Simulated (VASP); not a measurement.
# Ga (Fd-3m) in VASP: settings compared

The runs below take Ga through single point, with PBE, HSE06.

All numbers are computed with VASP 6.6.1; they aren't measurements. Logs are shortened: lines on timing, memory, paths and dates and some standing lists are left out, and cuts for length are marked.

## 1. The cell of the first run

It takes space group Fd-3m (No. 227, cubic). Conventional cell: a = 5.881 Å, b = 5.881 Å, c = 5.881 Å, α = 90.00°, β = 90.00°, γ = 90.00°. Ga (site symmetry -43m) has 4 Ga at 2.55 Å within 3.4 Å.

This isn't the form of Ga at room conditions, which is orthorhombic.

## 2. Single point, PBE

Contents of INCAR:

```
PREC = Accurate ; ENCUT = 520
EDIFF = 1E-6 ; ISMEAR = -1
SIGMA = 0.1 ; LREAL = False
LASPH = True ; NELM = 80
ALGO = Normal ; ISIF = 2
LWAVE = False ; LCHARG = False
GGA = PE ; NBANDS = 20
```

Contents of KPOINTS:

```
Automatic mesh
0
Gamma
  15 15 15
```

Contents of POSCAR:

```
Ga
1.0
    0.0000000000      2.9406016430      2.9406016430
    2.9406016430      0.0000000000      2.9406016430
    2.9406016430      2.9406016430      0.0000000000
Ga
2
Direct
    0.1250000000      0.1250000000      0.1250000000
    0.8750000000      0.8750000000      0.8750000000
```

Potentials or basis: VASP PAW PBE potentials, release 64 (Ga_d).

The run is started by

```
$ cat potpaw_PBE.64/Ga_d/POTCAR > POTCAR
$ mpirun -np 1 vasp_std > vasp.out
```

OUTCAR:

```text
PREC = Accurate
   ENCUT = 520
   EDIFF = 1E-6
   ISMEAR = -1
   LREAL = False
   LASPH = True
   NELM = 80
   ISIF = 2
   GGA = PE

 ion  position               nearest neighbor table
   1  0.125  0.125  0.125-   2 2.55   2 2.55   2 2.55   2 2.55
   2  0.875  0.875  0.875-   1 2.55   1 2.55   1 2.55   1 2.55

  LATTYP: Found a face centered cubic cell.
 ALAT       =     5.8812032860

  Lattice vectors:

 A1 = (   0.0000000000,   2.9406016430,   2.9406016430)
 A2 = (   2.9406016430,   0.0000000000,   2.9406016430)
 A3 = (   2.9406016430,   2.9406016430,   0.0000000000)

Analysis of symmetry for initial positions (statically):
=====================================================================
 Subroutine PRICEL returns:
 Original cell was already a primitive cell.

 Routine SETGRP: Setting up the symmetry group for a
 face centered cubic supercell.

 Subroutine GETGRP returns: Found 48 space group operations
 (whereof 12 operations were pure point group operations)
 out of a pool of 48 trial point group operations.

The static configuration has the point symmetry D_3d.
 The point group associated with its full space group is O_h .

Analysis of symmetry for dynamics (positions and initial velocities):
=====================================================================
 Subroutine PRICEL returns:
 Original cell was already a primitive cell.

 Routine SETGRP: Setting up the symmetry group for a
 face centered cubic supercell.

 Subroutine GETGRP returns: Found 48 space group operations
 (whereof 12 operations were pure point group operations)
 out of a pool of 48 trial point group operations.

The dynamic configuration has the point symmetry D_3d.
 The point group associated with its full space group is O_h .

 Subroutine INISYM returns: Found 48 space group operations
 (whereof 12 operations are pure point group operations),
 and found     1 'primitive' translations

----------------------------------------------------------------------------------------

                                     Primitive cell

  volume of cell :      50.8556

  direct lattice vectors                    reciprocal lattice vectors
     0.000000000  2.940601643  2.940601643    -0.170033232  0.170033232  0.170033232
     2.940601643  0.000000000  2.940601643     0.170033232 -0.170033232  0.170033232
     2.940601643  2.940601643  0.000000000     0.170033232  0.170033232 -0.170033232

  length of vectors
     4.158638725  4.158638725  4.158638725     0.294506196  0.294506196  0.294506196

  position of ions in fractional coordinates (direct lattice)
     0.125000000  0.125000000  0.125000000
     0.875000000  0.875000000  0.875000000

  ion indices of the primitive-cell ions
   primitive index   ion index
                 1           1
                 2           2

----------------------------------------------------------------------------------------

 KPOINTS: Automatic mesh

Automatic generation of k-mesh.
 Grid dimensions read from file:
 generate k-points for:   15   15   15

 Generating k-lattice:

  Cartesian coordinates                     Fractional coordinates (reciprocal lattice)
    -0.011335549  0.011335549  0.011335549     0.066666667  0.000000000  0.000000000
     0.011335549 -0.011335549  0.011335549     0.000000000  0.066666667  0.000000000
     0.011335549  0.011335549 -0.011335549     0.000000000  0.000000000  0.066666667

  Length of vectors
     0.019633746  0.019633746  0.019633746

  Shift w.r.t. Gamma in fractional coordinates (k-lattice)
     0.000000000  0.000000000  0.000000000

 Subroutine IBZKPT returns following result:
 ===========================================

 Found    120 irreducible k-points:

 Following reciprocal coordinates:
            Coordinates               Weight
  0.000000  0.000000  0.000000      1.000000
  0.066667  0.000000  0.000000      8.000000
  0.133333  0.000000  0.000000      8.000000
  0.200000  0.000000  0.000000      8.000000
  0.266667  0.000000  0.000000      8.000000
  0.333333  0.000000  0.000000      8.000000
[... 16 lines left out ...]
  0.133333  0.133333  0.000000      6.000000
  0.200000  0.133333  0.000000     24.000000
 [... further k-points ...]
   k-points           NKPTS =    120   k-points in BZ     NKDIM =    120   number of bands    NBANDS=     20
   number of dos      NEDOS =    301   number of ions     NIONS =      2
   total plane-waves  NPLWV =  32768
   dimension x,y,z NGX =    32 NGY =   32 NGZ =   32
   dimension x,y,z NGXF=    64 NGYF=   64 NGZF=   64
   ions per type =               2
   NGX,Y,Z   is equivalent  to a cutoff of  12.79, 12.79, 12.79 a.u.
   NGXF,Y,Z  is equivalent  to a cutoff of  25.58, 25.58, 25.58 a.u.
 SYSTEM =  unknown system
   PREC   = accura    normal or accurate (medium, high low for compatibility)
   ISTART =      0    job   : 0-new  1-cont  2-samecut
   ICHARG =      2    charge: 1-file 2-atom 10-const
   ISPIN  =      1    spin polarized calculation?
   LNONCOLLINEAR =      F non collinear calculations
   LSORBIT =      F    spin-orbit coupling
   LASPH  =      T    aspherical Exc in radial PAW
   ENCUT  =  520.0 eV  38.22 Ry    6.18 a.u.   7.73  7.73  7.73*2*pi/ulx,y,z
   NELM   =     80;   NELMIN=  2; NELMDL= -5     # of ELM steps
   EDIFF  = 0.1E-05   stopping-criterion for ELM
   LREAL  =      F    real-space projection
   EDIFFG = 0.1E-04   stopping-criterion for IOM
   NSW    =      0    number of steps for IOM
   IBRION =     -1    ionic relax: 0-MD 1-quasi-New 2-CG
   NFREE  =      0    steps in history (QN), initial steepest desc. (CG)
   ISIF   =      2    stress and relaxation
   ISYM   =      2    0-nonsym 1-usesym 2-fastsym
   POTIM  = 0.5000    time-step for ionic-motion
   TEBEG  =    0.0;   TEEND  =   0.0 temperature during run
   PSTRESS=    0.0 pullay stress
   NELECT =      26.0000    total number of electrons
   NUPDOWN=      -1.0000    fix difference up-down
   EMIN   =  10.00;   EMAX   =-10.00  energy-range for DOS
   EFERMI =   0.00;   METHOD = LEGACY
   ISMEAR =    -1;   SIGMA  =   0.10  broadening in eV -4-tet -1-fermi 0-gaus
   EFERMI_NEDOS =   21; number of points for ismear=-14 and -15
   IALGO  =     38    algorithm
   IMIX   =      4    mixing-type and parameters
     AMIX     =   0.40;   BMIX     =  1.00
     AMIX_MAG =   1.60;   BMIX_MAG =  1.00
  volume/ion in A,a.u.               =      25.43       171.60
  Fermi-wavevector in a.u.,A,eV,Ry     =   1.309041  2.473728 23.314767  1.713587
  Thomas-Fermi vector in A             =   2.439666
   LORBIT       =      0    0 simple, 1 ext, 2 COOP (PROOUT), +10 PAW based schemes
   GGA     = PE    functional components
   LHFCALC =     F    Hartree Fock is set to
   AEXX    =    0.0000 exact exchange contribution
   IVDW    =     0    specifies the selected vdW correction
   LEPSILON=     F    determine dielectric tensor
   LRPA    =     F    only Hartree local field effects (RPA)
 non-spin polarized calculation
  energy-cutoff  :      520.00
  volume of cell :       50.86
 maximum number of plane-waves:      1387
   NGX = 15   NGY = 15   NGZ = 15

 number of electron      26.0000010 magnetization

 Free energy of the ion-electron system (eV)
  ---------------------------------------------------
  ext. energy  EPLUGINS =         0.00000000
  ---------------------------------------------------
  free energy    TOTEN  =        -5.27337592 eV

  energy without entropy =       -5.22856440  energy(sigma->0) =       -5.25097016

 E-fermi :   2.5782     XC(G=0):  -9.2917

 val. band max:        2.5725165536   @ k =   0.4000   0.3333   0.0667
 cond. band min:       2.5835387359   @ k =  -0.1333   0.2000   0.0667
 fundamental gap:      0.0110221823
 Fermi energy:         2.5781531692

 k-point     1 :       0.0000    0.0000    0.0000
  band No.  band energies     occupation
      1     -12.1926      2.00000
      2     -12.1926      2.00000
      3     -12.1926      2.00000
      4     -12.1523      2.00000
      5     -12.1523      2.00000
      6     -11.8498      2.00000
[... 12 lines left out ...]
     19      10.2058      0.00000
     20      13.5973      0.00000

 k-point     2 :       0.0667    0.0000    0.0000
  band No.  band energies     occupation
      1     -12.1978      2.00000
      2     -12.1978      2.00000
      3     -12.1917      2.00000
      4     -12.1452      2.00000
      5     -12.1452      2.00000
      6     -11.8529      2.00000
[... 12 lines left out ...]
     19      10.5394      0.00000
     20      13.0052      0.00000

 k-point     3 :       0.1333    0.0000    0.0000
  band No.  band energies     occupation
      1     -12.2072      2.00000
      2     -12.2072      2.00000
      3     -12.1894      2.00000
      4     -12.1309      2.00000
      5     -12.1309      2.00000
      6     -11.8602      2.00000
[... 12 lines left out ...]
     19      11.3162      0.00000
     20      12.4363      0.00000

 k-point     4 :       0.2000    0.0000    0.0000
  band No.  band energies     occupation
      1     -12.2152      2.00000
      2     -12.2152      2.00000
      3     -12.1859      2.00000
      4     -12.1163      2.00000
      5     -12.1163      2.00000
      6     -11.8678      2.00000
[... 12 lines left out ...]
     19      11.7450      0.00000
     20      12.1896      0.00000

 k-point     5 :       0.2667    0.0000    0.0000
  band No.  band energies     occupation
      1     -12.2203      2.00000
      2     -12.2203      2.00000
      3     -12.1820      2.00000
      4     -12.1048      2.00000
      5     -12.1048      2.00000
      6     -11.8733      2.00000
[... 12 lines left out ...]
     19      11.5354      0.00000
     20      12.3716      0.00000
[... 353 lines left out ...]
      6     -11.8758      2.00000
[... 12 lines left out ...]
     19      11.7516      0.00000
     20      11.8124      0.00000

 k-point    22 :      -0.0667    0.0667    0.0000
  band No.  band energies     occupation
      1     -12.2076      2.00000
      2     -12.1967      2.00000
      3     -12.1941      2.00000
      4     -12.1402      2.00000
      5     -12.1320      2.00000
      6     -11.8641      2.00000
[... 12 lines left out ...]
     19      11.0158      0.00000
     20      12.2915      0.00000

 k-point    23 :       0.1333    0.1333    0.0000
  band No.  band energies     occupation
      1     -12.2124      2.00000
      2     -12.2000      2.00000
      3     -12.2000      2.00000
      4     -12.1359      2.00000
      5     -12.1087      2.00000
      6     -11.9019      2.00000
[... 12 lines left out ...]
     19      11.1745      0.00000
     20      11.6338      0.00000

 k-point    24 :       0.2000    0.1333    0.0000
  band No.  band energies     occupation
      1     -12.2199      2.00000
      2     -12.2050      2.00000
      3     -12.1987      2.00000
      4     -12.1251      2.00000
      5     -12.0919      2.00000
      6     -11.9205      2.00000
[... 12 lines left out ...]
     19      11.1230      0.00000
     20      12.3503      0.00000

 [... further k-points ...]

------------------------ aborting loop because EDIFF is reached ----------------------------------------

  FORCE on cell =-STRESS in cart. coord.  units (eV):
  Direction    XX          YY          ZZ          XY          YZ          ZX
  --------------------------------------------------------------------------------------
  -------------------------------------------------------------------------------------
  Total        0.0613682      0.0613682      0.0613682     -0.0000000      0.0000000      0.0000000
  in kB        1.9333703      1.9333703      1.9333703     -0.0000000      0.0000000      0.0000000
  external PRESSURE =       1.9333703 kB  Pullay stress =       0.0000000 kB

 VOLUME and BASIS-vectors are now :
 -----------------------------------------------------------------------------
  energy-cutoff  :      520.00
  volume of cell :       50.86
      direct lattice vectors                 reciprocal lattice vectors
     0.000000000  2.940601643  2.940601643    -0.170033232  0.170033232  0.170033232
     2.940601643  0.000000000  2.940601643     0.170033232 -0.170033232  0.170033232
     2.940601643  2.940601643  0.000000000     0.170033232  0.170033232 -0.170033232

 POSITION                                       TOTAL-FORCE (eV/Angst)
 -----------------------------------------------------------------------------------
      0.73515      0.73515      0.73515         0.000000     -0.000000     -0.000000
      5.14605      5.14605      5.14605        -0.000000      0.000000      0.000000
 -----------------------------------------------------------------------------------
    total drift:                                0.000000      0.000000     -0.000000

  FREE ENERGIE OF THE ION-ELECTRON SYSTEM (eV)
  ---------------------------------------------------
  free  energy   TOTEN  =        -5.2733759198 eV

  energy  without entropy=       -5.2285644045  energy(sigma->0) =       -5.25097016
```

It took 30 s on 1 thread of Intel Xeon 6975P-C (Granite Rapids), shared host; peak memory 0.23 GiB.

What came out:

| Property | Result |
| --- | --- |
| Free energy | -5.2734 eV |
| Pressure | 0.2 GPa |
| Band gap on the k mesh | zero (bands 13 and 14 overlap by 3.88 eV) |

Levels at points of the mesh, in eV from the Fermi level:
```csv
k point,band 11,band 12,band 13,band 14,band 15,band 16
"(0.00, 0.00, 0.00)",-9.31,2.72,2.72,2.72,3.36,4.76
```

## 3. Single point, PBE (26.44 Å³/atom)

This run uses another cell than the first one, of 26.44 Å³/atom.

Contents of INCAR:

```
SYSTEM = Ga
PREC = Accurate
ENCUT = 520
EDIFF = 1E-6
ISMEAR = -1
SIGMA = 0.1
LREAL = .FALSE.
LASPH = .TRUE.
NELM = 60
ALGO = Normal
ISIF = 2
LWAVE = .FALSE.
LCHARG = .FALSE.
GGA = PE
NBANDS = 20
```

Contents of KPOINTS:

```
regular mesh
0
G
  15 15 15
  0 0 0
```

Contents of POSCAR:

```
Ga
1.0
    0.0000000000      2.9792982075      2.9792982075
    2.9792982075      0.0000000000      2.9792982075
    2.9792982075      2.9792982075      0.0000000000
Ga
2
Direct
    0.1250000000      0.1250000000      0.1250000000
    0.8750000000      0.8750000000      0.8750000000
```

Potentials or basis: VASP PAW PBE potentials, release 64 (Ga_d).

The run is started by

```
$ cat potpaw_PBE.64/Ga_d/POTCAR > POTCAR
$ mpirun -np 1 vasp_std > vasp.out
```

It took 31 s on 1 thread of Intel Xeon 6975P-C (Granite Rapids), shared host; peak memory 0.24 GiB.

It converged, with:

- Free energy: -5.2667 eV
- Pressure: -1.1 GPa
- Band gap on the k mesh: zero (bands 13 and 14 overlap by 3.71 eV)

Levels at points of the mesh, in eV from the Fermi level:
```tsv
k point	band 10	band 11	band 12	band 13	band 14	band 15	band 16	band 17
(0.00, 0.00, 0.00)	-14.39	-9.12	2.61	2.61	2.61	2.96	4.65	4.65
```

## 4. Single point, PBE (27.46 Å³/atom)

This run uses another cell than the first one, of 27.46 Å³/atom.

Contents of INCAR:

```
ALGO = Normal
EDIFF = 1E-7
ENCUT = 520
GGA = PE
ISIF = 2
ISMEAR = -1
LASPH = True
LCHARG = False
LREAL = False
LWAVE = False
NBANDS = 20
NELM = 80
PREC = Accurate
SIGMA = 0.1
```

Contents of KPOINTS:

```
k-points
0
Gamma
  15 15 15
```

Contents of POSCAR:

```
Ga
1.0
    0.0000000000      3.0170148470      3.0170148470
    3.0170148470      0.0000000000      3.0170148470
    3.0170148470      3.0170148470      0.0000000000
Ga
2
Direct
    0.1250000000      0.1250000000      0.1250000000
    0.8750000000      0.8750000000      0.8750000000
```

The run is started by

```
$ cat potpaw_PBE.64/Ga_d/POTCAR > POTCAR
$ mpirun -np 1 vasp_std > vasp.out
```

It took 34 s on 1 thread of Intel Xeon 6975P-C (Granite Rapids), shared host; peak memory 0.24 GiB.

The run converged. Its results:

```
Free energy            : -5.2458 eV
Pressure               : -2.1 GPa
Band gap on the k mesh : zero (bands 13 and 14 overlap by 3.55 eV)
```

Levels at points of the mesh, in eV from the Fermi level:
| k point | band 11 | band 12 | band 13 | band 14 | band 15 | band 16 |
| --- | --- | --- | --- | --- | --- | --- |
| (0.00, 0.00, 0.00) | -8.94 | 2.52 | 2.52 | 2.52 | 2.59 | 4.54 |

## 5. Single point, PBE (28.48 Å³/atom)

This run uses another cell than the first one, of 28.48 Å³/atom.

Contents of INCAR:

```
  PREC = Accurate
  ENCUT = 520
  EDIFF = 1E-6
  ISMEAR = -1
  SIGMA = 0.1
  LREAL = False
  LASPH = True
  NELM = 60
  ALGO = Normal
  ISIF = 2
  LWAVE = False
  LCHARG = False
  GGA = PE
  NBANDS = 20
```

Contents of KPOINTS:

```
Automatic mesh
0
Gamma
  15 15 15
```

Contents of POSCAR:

```
Ga
1.0
    0.0000000000      3.0538113375      3.0538113375
    3.0538113375      0.0000000000      3.0538113375
    3.0538113375      3.0538113375      0.0000000000
Ga
2
Direct
    0.1250000000      0.1250000000      0.1250000000
    0.8750000000      0.8750000000      0.8750000000
```

The run is started by

```
$ cat potpaw_PBE.64/Ga_d/POTCAR > POTCAR
$ mpirun -np 1 vasp_std > vasp.out
```

It took 30 s on 1 thread of Intel Xeon 6975P-C (Granite Rapids), shared host; peak memory 0.24 GiB.

The run converged. Its results:

| Quantity | Value |
| --- | --- |
| Free energy | -5.2138 eV |
| Pressure | -2.8 GPa |
| Band gap on the k mesh | zero (bands 13 and 14 overlap by 3.40 eV) |

Levels at points of the mesh, in eV from the Fermi level:
| k point | band 10 | band 11 | band 12 | band 13 | band 14 | band 15 | band 16 | band 17 |
| --- | --- | --- | --- | --- | --- | --- | --- | --- |
| (0.00, 0.00, 0.00) | -14.43 | -8.78 | 2.24 | 2.42 | 2.42 | 2.42 | 4.43 | 4.43 |

(Continued in part 2 of 2.)
